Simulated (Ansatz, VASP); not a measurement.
One calculation of Si2BN, two programs

```xyz
4
Lattice="3.2065 0.0000 0.0000 0.0000 3.2065 0.0000 0.0000 0.0000 4.3196" Properties=species:S:1:pos:R:3 pbc="T T T"
Si    1.6032    0.0000    1.0764
Si    0.0000    1.6032    3.2432
B     1.6032    1.6032    0.0000
N     0.0000    0.0000    2.1598
```

Change from the starting cell: the structure that the rattled cell fell into.

Alike in both runs: functional PBE; k mesh 14 × 14 × 12; occupations gaussian, width 0.1 eV; no spin polarisation.

Ansatz relaxed the structure, and its values are those at the end. VASP's run is a single point on that final structure, the one shown.

|  | VASP | Ansatz |
| --- | --- | --- |
| version | VASP 6.6.1 | Ansatz 0.2.0 |
| potentials or method | VASP PAW PBE potentials, release 64 (Si, B, N), cutoff 520 eV | scalar-relativistic, plane waves, PAW |
| valence electrons in the cell | 16 | 16 |

|  | VASP | Ansatz | Ansatz less VASP |
| --- | --- | --- | --- |
| gap on the k mesh at the Fermi level (eV) | none | none | - |
| pressure (GPa) | -0.1 | 0.0 | +0.07 |

A gap of «none» marks a metal or a gap that the smearing closes. With one functional, cell and mesh, what is left measures potentials, basis and numerics.
